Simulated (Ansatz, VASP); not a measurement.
## One calculation of BiC3N3, two programs

INCAR

```
SYSTEM = BiC3N3
ALGO = Normal
EDIFF = 1E-6
ENCUT = 1000
GGA = PE
GGA_COMPAT = .FALSE.
ISIF = 2
ISMEAR = 0
LASPH = .TRUE.
LCHARG = .FALSE.
LREAL = .FALSE.
LWAVE = .FALSE.
NBANDS = 30
NELM = 120
NELMDL = -8
PREC = Accurate
SIGMA = 0.01
```

File KPOINTS:

```
k-points
0
G
  1 1 1
  0 0 0
```

File POSCAR:

```
BiC3N3
1.0
   13.3500000000      0.0000000000      0.0000000000
    0.0000000000     14.0200000000      0.0000000000
    0.0000000000      0.0000000000     10.7600000000
Bi C N
1 3 3
Direct
    0.4457168500      0.5001426500      0.5822035300
    0.5851722800      0.5001426500      0.4674414500
    0.3759887600      0.6151440800      0.4674414500
    0.3759880100      0.3851419400      0.4674414500
    0.6629910100      0.5001426500      0.4182156100
    0.3370794000      0.6793159800      0.4182156100
    0.3370786500      0.3209700400      0.4182156100
```

Input for Ansatz:

```yaml
crystal:
  lattice:
    - [13.35, 0.0, 0.0]
    - [0.0, 14.02, 0.0]
    - [0.0, 0.0, 10.76]
  atoms:
    - { symbol: Bi, position: [0.44571685, 0.50014265, 0.58220353] }
    - { symbol: C, position: [0.58517228, 0.50014265, 0.46744145] }
    - { symbol: "N", position: [0.66299101, 0.50014265, 0.41821561] }
    - { symbol: C, position: [0.37598876, 0.61514408, 0.46744145] }
    - { symbol: "N", position: [0.3370794, 0.67931598, 0.41821561] }
    - { symbol: C, position: [0.37598801, 0.38514194, 0.46744145] }
    - { symbol: "N", position: [0.33707865, 0.32097004, 0.41821561] }
basis:
  ecutwfc: 420
  ecutrho_ratio: 4
kpoints:
  mp_grid: { grid: [1, 1, 1] }
hamiltonian:
  xc: pbe
scf:
  occupations: { method: gaussian, width: 0.01 }
output:
  forces: true
  eigenvalues: true
  populations: true
```

Alike in both runs: task single point; functional PBE; k mesh 1 × 1 × 1; occupations gaussian, width 0.01 eV; no spin polarisation.

```csv
,VASP,Ansatz
version,VASP 6.6.1,Ansatz 0.2.0
potentials or method,"VASP PAW PBE potentials, release 64 (Bi_d, C_h, N_h), cutoff 1000 eV","scalar-relativistic, plane waves, PAW"
valence electrons in the cell,42,42
```

|  | VASP | Ansatz | Ansatz less VASP |
| --- | --- | --- | --- |
| gap on the k mesh at the Fermi level (eV) | 4.96 | 4.97 | +0.002 |
| rms of the force components (eV/Å) | 0.015 | 0.030 | +0.0150 |

With one functional, cell and mesh, what is left measures potentials, basis and numerics. Ansatz's warnings: structure snapped to symmetry.

Neither program's run includes spin-orbit coupling.
